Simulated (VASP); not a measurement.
# BP (I-4m2) in VASP: a series of runs

The runs below take BP through single point, with PBE, RPBE.

All numbers are computed with VASP 6.6.1; they aren't measurements. Logs are shortened: lines on timing, memory, paths and dates and some standing lists are left out, and cuts for length are marked.

**1. The cell of the first run**

The structure is tetragonal, space group I-4m2 (No. 119). The conventional cell has a = 3.116 Å, b = 3.116 Å, c = 4.847 Å, α = 90.00°, β = 90.00°, γ = 90.00°. Within 2.6 Å of B (site symmetry -4m2) lie 4 P at 1.97 Å. P (site symmetry -4m2) has 4 B at 1.97 Å within 2.6 Å.

**2. Single point, PBE**

The input, INCAR:

```
PREC = Accurate
ENCUT = 520
EDIFF = 1E-6
ISMEAR = 0
SIGMA = 0.05
LREAL = False
LASPH = True
NELM = 60
ALGO = Normal
ISIF = 2
LWAVE = False
LCHARG = False
GGA = PE
NBANDS = 11
```

The input, KPOINTS:

```
Automatic mesh
0
Gamma
  12 12 12
```

The input, POSCAR:

```
BP
1.0
    0.0000000000      2.2030375556      2.4233413111
    2.2030375556      0.0000000000      2.4233413111
    2.2030375556      2.2030375556      0.0000000000
B P
1 1
Direct
    0.0000000000      0.0000000000      0.0000000000
    0.7500000000      0.7500000000      0.7500000000
```

Potentials or basis: VASP PAW PBE potentials, release 64 (B, P).

Command:

```sh
> cat potpaw_PBE.64/B/POTCAR potpaw_PBE.64/P/POTCAR > POTCAR
> mpirun -np 1 vasp_std > vasp.out
```

OUTCAR:

```text
PREC = Accurate
   ENCUT = 520
   EDIFF = 1E-6
   ISMEAR = 0
   LREAL = False
   LASPH = True
   NELM = 60
   ISIF = 2
   GGA = PE

 ion  position               nearest neighbor table
   1  0.000  0.000  0.000-   2 1.97   2 1.97   2 1.97   2 1.97
   2  0.750  0.750  0.750-   1 1.97   1 1.97   1 1.97   1 1.97

  LATTYP: Found a body centered tetragonal cell.
 ALAT       =     3.1155655895
 C/A-ratio  =     1.5556349186

  Lattice vectors:

 A1 = (  -2.2030375556,   0.0000000000,   2.4233413111)
 A2 = (   2.2030375556,   0.0000000000,   2.4233413111)
 A3 = (   0.0000000000,   2.2030375556,  -2.4233413111)

Analysis of symmetry for initial positions (statically):
=====================================================================
 Subroutine PRICEL returns:
 Original cell was already a primitive cell.

 Routine SETGRP: Setting up the symmetry group for a
 body centered tetragonal supercell.

 Subroutine GETGRP returns: Found  8 space group operations
 (whereof  8 operations were pure point group operations)
 out of a pool of 16 trial point group operations.

The static configuration has the point symmetry D_2d.

Analysis of symmetry for dynamics (positions and initial velocities):
=====================================================================
 Subroutine PRICEL returns:
 Original cell was already a primitive cell.

 Routine SETGRP: Setting up the symmetry group for a
 body centered tetragonal supercell.

 Subroutine GETGRP returns: Found  8 space group operations
 (whereof  8 operations were pure point group operations)
 out of a pool of 16 trial point group operations.

The dynamic configuration has the point symmetry D_2d.

 Subroutine INISYM returns: Found  8 space group operations
 (whereof  8 operations are pure point group operations),
 and found     1 'primitive' translations

----------------------------------------------------------------------------------------

                                     Primitive cell

  volume of cell :      23.5228

  direct lattice vectors                    reciprocal lattice vectors
     0.000000000  2.203037556  2.423341311    -0.226959363  0.226959363  0.206326694
     2.203037556  0.000000000  2.423341311     0.226959363 -0.226959363  0.206326694
     2.203037556  2.203037556  0.000000000     0.226959363  0.226959363 -0.206326694

  length of vectors
     3.275050775  3.275050775  3.115565590     0.381564948  0.381564948  0.381564948

  position of ions in fractional coordinates (direct lattice)
     0.000000000  0.000000000  0.000000000
     0.750000000  0.750000000  0.750000000

  ion indices of the primitive-cell ions
   primitive index   ion index
                 1           1
                 2           2

----------------------------------------------------------------------------------------

 KPOINTS: Automatic mesh

Automatic generation of k-mesh.
 Grid dimensions read from file:
 generate k-points for:   12   12   12

 Generating k-lattice:

  Cartesian coordinates                     Fractional coordinates (reciprocal lattice)
    -0.018913280  0.018913280  0.017193891     0.083333333  0.000000000  0.000000000
     0.018913280 -0.018913280  0.017193891     0.000000000  0.083333333  0.000000000
     0.018913280  0.018913280 -0.017193891     0.000000000  0.000000000  0.083333333

  Length of vectors
     0.031797079  0.031797079  0.031797079

  Shift w.r.t. Gamma in fractional coordinates (k-lattice)
     0.000000000  0.000000000  0.000000000

 Subroutine IBZKPT returns following result:
 ===========================================

 Found    163 irreducible k-points:

 Following reciprocal coordinates:
            Coordinates               Weight
  0.000000  0.000000  0.000000      1.000000
  0.083333  0.000000  0.000000      8.000000
  0.166667  0.000000  0.000000      8.000000
  0.250000  0.000000  0.000000      8.000000
  0.333333 -0.000000  0.000000      8.000000
  0.416667 -0.000000  0.000000      8.000000
[... 16 lines left out ...]
  0.500000  0.166667  0.000000      8.000000
 -0.416667  0.166667  0.000000      8.000000
 [... further k-points ...]
   k-points           NKPTS =    163   k-points in BZ     NKDIM =    163   number of bands    NBANDS=     11
   number of dos      NEDOS =    301   number of ions     NIONS =      2
   total plane-waves  NPLWV =  13824
   dimension x,y,z NGX =    24 NGY =   24 NGZ =   24
   dimension x,y,z NGXF=    48 NGYF=   48 NGZF=   48
   ions per type =               1   1
   NGX,Y,Z   is equivalent  to a cutoff of  12.18, 12.18, 12.81 a.u.
   NGXF,Y,Z  is equivalent  to a cutoff of  24.37, 24.37, 25.61 a.u.
 SYSTEM =  unknown system
   PREC   = accura    normal or accurate (medium, high low for compatibility)
   ISTART =      0    job   : 0-new  1-cont  2-samecut
   ICHARG =      2    charge: 1-file 2-atom 10-const
   ISPIN  =      1    spin polarized calculation?
   LNONCOLLINEAR =      F non collinear calculations
[... 33 lines left out ...]
   LEPSILON=     F    determine dielectric tensor
   LRPA    =     F    only Hartree local field effects (RPA)
 non-spin polarized calculation
 Gauss-broadening in eV      SIGMA  =   0.05
  energy-cutoff  :      520.00
  volume of cell :       23.52
 maximum number of plane-waves:       652
   NGX = 13   NGY = 13   NGZ = 11

 number of electron       8.0000000 magnetization

 Free energy of the ion-electron system (eV)
  ---------------------------------------------------
  ext. energy  EPLUGINS =         0.00000000
  ---------------------------------------------------
  free energy    TOTEN  =       -12.80271711 eV

  energy without entropy =      -12.80271711  energy(sigma->0) =      -12.80271711

 E-fermi :   7.9988     XC(G=0): -10.8885

 val. band max:        7.7190474973   @ k =   0.0000   0.0000   0.0000
 cond. band min:       8.2451961001   @ k =   0.4167   0.0000   0.4167
 fundamental gap:      0.5261486028
 Fermi energy:         7.9987750770

 k-point     1 :       0.0000    0.0000    0.0000
  band No.  band energies     occupation
      1      -8.0370      2.00000
      2       6.6790      2.00000
      3       7.7190      2.00000
      4       7.7190      2.00000
      5      10.6369      0.00000
      6      10.6369      0.00000
      7      11.1459      0.00000
      8      14.4171      0.00000
      9      18.1109      0.00000
     10      18.8884      0.00000
     11      20.7600      0.00000

 k-point     2 :       0.0833    0.0000    0.0000
  band No.  band energies     occupation
      1      -7.9119      2.00000
      2       6.1599      2.00000
      3       7.0512      2.00000
      4       7.5295      2.00000
      5      10.8128      0.00000
      6      10.9414      0.00000
      7      11.5574      0.00000
      8      14.7853      0.00000
      9      17.7729      0.00000
     10      19.2773      0.00000
     11      20.0804      0.00000

 k-point     3 :       0.1667    0.0000    0.0000
  band No.  band energies     occupation
      1      -7.5396      2.00000
      2       4.5144      2.00000
      3       6.3287      2.00000
      4       7.1426      2.00000
      5      10.9139      0.00000
      6      11.6103      0.00000
      7      12.1506      0.00000
      8      15.7112      0.00000
      9      17.5298      0.00000
     10      19.1243      0.00000
     11      20.1581      0.00000

 k-point     4 :       0.2500    0.0000    0.0000
  band No.  band energies     occupation
      1      -6.9324      2.00000
      2       2.5510      2.00000
      3       5.7686      2.00000
      4       6.7710      2.00000
      5      10.7568      0.00000
      6      12.2379      0.00000
      7      12.5039      0.00000
      8      16.7127      0.00000
      9      18.0091      0.00000
     10      18.7308      0.00000
     11      20.6685      0.00000
[... 239 lines left out ...]
 k-point    22 :       0.4167    0.1667    0.0000
  band No.  band energies     occupation
      1      -5.5799      2.00000
      2       0.5025      2.00000
      3       3.6456      2.00000
      4       5.3548      2.00000
      5      11.0863      0.00000
      6      13.2577      0.00000
      7      14.4759      0.00000
      8      15.5651      0.00000
      9      19.7894      0.00000
     10      21.7541      0.00000
     11      22.2606      0.00000

 k-point    23 :       0.5000    0.1667    0.0000
  band No.  band energies     occupation
      1      -4.7180      2.00000
      2      -0.8269      2.00000
      3       3.1267      2.00000
      4       5.4747      2.00000
      5      11.2702      0.00000
      6      13.0815      0.00000
      7      14.1947      0.00000
      8      17.2454      0.00000
      9      19.6804      0.00000
     10      21.6951      0.00000
     11      22.9625      0.00000

 k-point    24 :      -0.4167    0.1667    0.0000
  band No.  band energies     occupation
      1      -4.3868      2.00000
      2      -1.2510      2.00000
      3       2.8470      2.00000
      4       5.7633      2.00000
      5      11.5864      0.00000
      6      12.9726      0.00000
      7      13.8067      0.00000
      8      17.8253      0.00000
      9      19.8791      0.00000
     10      20.0249      0.00000
     11      23.0649      0.00000

 [... further k-points ...]
[... 5 lines left out ...]
  --------------------------------------------------------------------------------------
  -------------------------------------------------------------------------------------
  Total        1.3545589      1.3545589     -2.8405075      0.0000000      0.0000000      0.0000000
  in kB       92.2614137     92.2614137   -193.4720051      0.0000000      0.0000000      0.0000000
  external PRESSURE =      -2.9830592 kB  Pullay stress =       0.0000000 kB

 VOLUME and BASIS-vectors are now :
 -----------------------------------------------------------------------------
  energy-cutoff  :      520.00
  volume of cell :       23.52
      direct lattice vectors                 reciprocal lattice vectors
     0.000000000  2.203037556  2.423341311    -0.226959363  0.226959363  0.206326694
     2.203037556  0.000000000  2.423341311     0.226959363 -0.226959363  0.206326694
     2.203037556  2.203037556  0.000000000     0.226959363  0.226959363 -0.206326694

 POSITION                                       TOTAL-FORCE (eV/Angst)
 -----------------------------------------------------------------------------------
      0.00000      0.00000      0.00000        -0.000000     -0.000000     -0.000000
      3.30456      3.30456      3.63501         0.000000      0.000000      0.000000
 -----------------------------------------------------------------------------------
    total drift:                               -0.000000     -0.000000     -0.000000

  FREE ENERGIE OF THE ION-ELECTRON SYSTEM (eV)
  ---------------------------------------------------
  free  energy   TOTEN  =       -12.8027171120 eV

  energy  without entropy=      -12.8027171120  energy(sigma->0) =      -12.80271711
```

Run time: 21 s. Hardware: 1 thread of Intel Xeon Platinum 8259CL at 2.50GHz (Skylake/Cascade Lake), shared host; peak memory 0.16 GiB.

What came out:

```
Free energy            : -12.8027 eV
Pressure               : -0.3 GPa
Band gap on the k mesh : 0.53 eV, indirect (least direct gap 2.92 eV)
```

Stress tensor (GPa, compression positive):
```
  9.23   0.00   0.00
  0.00   9.23   0.00
  0.00   0.00 -19.35
```

 A k mesh can miss the band edges.

**3. Single point, PBE**

This run uses another cell than the first one, of the same volume but with other edges.

The input, INCAR:

```
  PREC = Accurate
  ENCUT = 520
  EDIFF = 1E-7
  ISMEAR = 0
  SIGMA = 0.05
  LREAL = F
  LASPH = T
  NELM = 100
  ALGO = Normal
  ISIF = 2
  LWAVE = F
  LCHARG = T
  GGA = PE
  LELF = T
  LVHAR = T
  NBANDS = 11
```

The input, KPOINTS:

```
regular mesh
0
Gamma
  12 12 12
```

The input, POSCAR:

```
BP
1.0
    0.0000000000      2.6253165531      1.7064557595
    2.6253165531      0.0000000000      1.7064557595
    2.6253165531      2.6253165531      0.0000000000
B P
1 1
Direct
    0.0000000000      0.0000000000      0.0000000000
    0.7500000000      0.7500000000      0.7500000000
```

Potentials or basis: VASP PAW PBE potentials, release 64 (B, P).

Command:

```sh
> cat potpaw_PBE.64/B/POTCAR potpaw_PBE.64/P/POTCAR > POTCAR
> mpirun -np 1 vasp_std > vasp.out
```

Run time: 26 s. Hardware: 1 thread of Intel Xeon Platinum 8259CL at 2.50GHz (Skylake/Cascade Lake), shared host; peak memory 0.16 GiB.

The run converged. Its results:

```
Free energy            : -11.6027 eV
Pressure               : -7.4 GPa
Band gap on the k mesh : zero (band 4 reaches 9.74 eV, above the bottom of band 5 at 5.45 eV)
```

Stress tensor (GPa, compression positive):
```
-21.15   0.00   0.00
  0.00 -21.15   0.00
  0.00   0.00  20.03
```

Levels at points of the mesh, in eV from the Fermi level:
```tsv
k point	band 2	band 3	band 4	band 5	band 6	band 7
(0.00, 0.00, 0.00)	-0.87	-0.87	2.31	3.11	5.42	5.61
(0.50, 0.00, 0.00)	-8.60	-3.31	-0.62	0.59	3.04	7.17
(0.50, 0.50, 0.00)	-6.22	-6.22	-5.65	-0.74	-0.59	11.85
(0.50, 0.00, 0.50)	-9.53	-1.78	-1.29	4.39	4.54	6.87
```

**4. Single point, PBE**

This run uses another cell than the first one, of the same volume but with other edges.

The input, INCAR:

```
SYSTEM = BP
PREC = Accurate ; ENCUT = 520
EDIFF = 1E-6 ; ISMEAR = 0
SIGMA = 0.05 ; LREAL = .FALSE.
LASPH = .TRUE. ; NELM = 100
ALGO = Normal ; ISIF = 2
LWAVE = .FALSE. ; LCHARG = .FALSE.
GGA = PE ; NBANDS = 11
```

The input, KPOINTS:

```
Automatic mesh
0
G
  12 12 12
  0 0 0
```

The input, POSCAR:

```
BP
1.0
    0.0000000000      1.9866546407      2.9799819610
    1.9866546407      0.0000000000      2.9799819610
    1.9866546407      1.9866546407      0.0000000000
B P
1 1
Direct
    0.0000000000      0.0000000000      0.0000000000
    0.7500000000      0.7500000000      0.7500000000
```

Command:

```sh
> cat potpaw_PBE.64/B/POTCAR potpaw_PBE.64/P/POTCAR > POTCAR
> mpirun -np 1 vasp_std > vasp.out
```

Run time: 32 s. Hardware: 1 thread of Intel Xeon Platinum 8259CL at 2.50GHz (Skylake/Cascade Lake), shared host; peak memory 0.17 GiB.

Results (log left out):

```
Free energy            : -10.6257 eV
Pressure               : -4.3 GPa
Band gap on the k mesh : zero (band 4 reaches 9.58 eV, above the bottom of band 5 at 7.19 eV)
```

Stress tensor (GPa, compression positive):
```
 20.47   0.00   0.00
  0.00  20.47   0.00
  0.00   0.00 -53.92
```

Levels at points of the mesh, in eV from the Fermi level:
```tsv
k point	band 1	band 2	band 3	band 4	band 5	band 6	band 7	band 8
(0.00, 0.00, 0.00)	-16.24	-4.48	1.02	1.36	1.36	2.97	2.97	4.43
(0.50, 0.00, 0.00)	-12.59	-9.59	-5.05	-1.46	0.99	6.09	7.53	7.99
(0.50, 0.50, 0.00)	-13.77	-11.19	-1.40	-1.40	3.70	5.16	9.44	10.06
(0.50, 0.00, 0.50)	-9.65	-7.90	-5.89	-4.98	-0.50	-0.22	5.51	8.20
```

**5. Single point, PBE**

This run uses another cell than the first one, of the same volume but with other edges.

The input, INCAR:

```
SYSTEM = BP
PREC = Accurate ; ENCUT = 520
EDIFF = 1E-6 ; ISMEAR = 0
SIGMA = 0.05 ; LREAL = .False.
LASPH = .True. ; NELM = 60
ALGO = Normal ; ISIF = 2
LWAVE = .False. ; LCHARG = .False.
GGA = PE ; NBANDS = 11
```

The input, KPOINTS:

```
regular mesh
0
Gamma
  12 12 12
  0 0 0
```

The input, POSCAR:

```
BP
1.0
    0.0000000000      2.3053084991      2.2130961591
    2.3053084991      0.0000000000      2.2130961591
    2.3053084991      2.3053084991      0.0000000000
B P
1 1
Direct
    0.0000000000      0.0000000000      0.0000000000
    0.7500000000      0.7500000000      0.7500000000
```

Command:

```sh
> cat potpaw_PBE.64/B/POTCAR potpaw_PBE.64/P/POTCAR > POTCAR
> mpirun -np 1 vasp_std > vasp.out
```

Wall time 21 s (1 thread of Intel Xeon Platinum 8259CL at 2.50GHz (Skylake/Cascade Lake), shared host); peak memory 0.16 GiB.

It converged, with:

* Free energy: -12.9102 eV
* Pressure: -0.2 GPa
* Band gap on the k mesh: 0.64 eV, indirect (least direct gap 2.99 eV)

Stress tensor (GPa, compression positive):
```
-3.67  0.00  0.00
 0.00 -3.67  0.00
 0.00  0.00  6.61
```

Levels at points of the mesh, in eV from the valence-band top:
```tsv
k point	band 1	band 2	band 3	band 4	band 5	band 6	band 7	band 8
(0.00, 0.00, 0.00)	-15.65	-0.38	-0.38	0.00	2.99	3.22	3.22	6.99
(0.50, 0.00, 0.00)	-12.35	-9.24	-2.25	-1.75	3.32	4.26	4.83	9.87
(0.50, 0.50, 0.00)	-10.58	-8.55	-4.62	-4.62	0.79	1.04	11.78	11.78
(0.50, 0.00, 0.50)	-10.96	-8.92	-4.24	-4.16	1.25	1.61	11.35	12.15
```

 A k mesh can miss the band edges.

**6. Single point, RPBE**

This run uses another cell than the first one, of the same volume but with other edges.

The input, INCAR:

```
SYSTEM = BP
PREC     = Accurate       ! precision mode
ENCUT    = 520            ! plane-wave cutoff, eV
EDIFF    = 1E-7           ! SCF threshold, eV
ISMEAR   = 0              ! smearing method
SIGMA    = 0.05           ! smearing width, eV
LREAL    = .FALSE.        ! projectors in reciprocal space
LASPH    = .TRUE.         ! aspherical terms in the spheres
NELM     = 100            ! most SCF steps
ALGO     = Normal         ! electronic algorithm
ISIF     = 2              ! what is computed and relaxed
LWAVE    = .FALSE.        ! write WAVECAR
LCHARG   = .TRUE.         ! write CHGCAR
GGA      = RP             ! functional
LELF     = .TRUE.         ! ELF
LVHAR    = .TRUE.       
NBANDS   = 11             ! bands
```

The input, KPOINTS:

```
Automatic mesh
0
G
  12 12 12
  0 0 0
```

The input, POSCAR:

```
BP
1.0
    0.0000000000      2.5527776634      1.8048138080
    2.5527776634      0.0000000000      1.8048138080
    2.5527776634      2.5527776634      0.0000000000
B P
1 1
Direct
    0.0000000000      0.0000000000      0.0000000000
    0.7500000000      0.7500000000      0.7500000000
```

Potentials or basis: VASP PAW PBE potentials, release 64 (B, P).

Command:

```sh
> cat potpaw_PBE.64/B/POTCAR potpaw_PBE.64/P/POTCAR > POTCAR
> mpirun -np 1 vasp_std > vasp.out
```

Wall time 12 s (1 thread of Intel Xeon 6975P-C (Granite Rapids), shared host); peak memory 0.16 GiB.

Results (log left out):

| Quantity | Value |
| --- | --- |
| Free energy | -11.2897 eV |
| Pressure | -2.6 GPa |
| Band gap on the k mesh | zero (band 4 reaches 9.33 eV, above the bottom of band 5 at 6.01 eV) |

Stress tensor (GPa, compression positive):
```
-16.69   0.00   0.00
  0.00 -16.69   0.00
  0.00   0.00  25.58
```

Levels at points of the mesh, in eV from the Fermi level:
```tsv
k point	band 1	band 2	band 3	band 4	band 5	band 6	band 7	band 8
(0.00, 0.00, 0.00)	-15.28	-0.65	-0.65	1.92	2.97	5.03	5.03	6.23
(0.50, 0.00, 0.00)	-11.68	-8.68	-3.12	-0.46	1.24	3.36	7.75	11.09
(0.50, 0.50, 0.00)	-8.53	-6.13	-5.86	-5.86	-0.58	-0.50	11.92	11.92
(0.50, 0.00, 0.50)	-11.37	-9.34	-2.36	-1.89	3.59	3.91	7.86	9.89
```

Caveat: the PAW data sets were made with another functional, which shifts forces and pressure a little.

**7. Summary**

| level | cell | gap on the mesh (eV) | pressure (GPa) |
| --- | --- | --- | --- |
| PBE | a = 3.275, b = 3.275, c = 3.116 Å, angles 61.6, 61.6, 56.8°, 2 atoms | 0.53 | -0.3 |
| PBE | a = 3.131, b = 3.131, c = 3.713 Å, angles 53.6, 53.6, 72.7°, 2 atoms | none | -7.4 |
| PBE | a = 3.581, b = 3.581, c = 2.810 Å, angles 66.9, 66.9, 46.2°, 2 atoms | none | -4.3 |
| PBE | a = 3.196, b = 3.196, c = 3.260 Å, angles 59.3, 59.3, 61.3°, 2 atoms | 0.64 | -0.2 |
| RPBE | a = 3.126, b = 3.126, c = 3.610 Å, angles 54.7, 54.7, 70.5°, 2 atoms | none | -2.6 |

Alike in all rows: task single point; potentials or basis VASP PAW PBE potentials, release 64 (B, P); no spin polarisation; k mesh 12 × 12 × 12; cutoff (eV) 520; smearing gaussian 0.05 eV.

Caveats: the PAW data sets were made with another functional, which shifts forces and pressure a little (some runs).

Absolute energies hang on the potentials; compare differences alone.
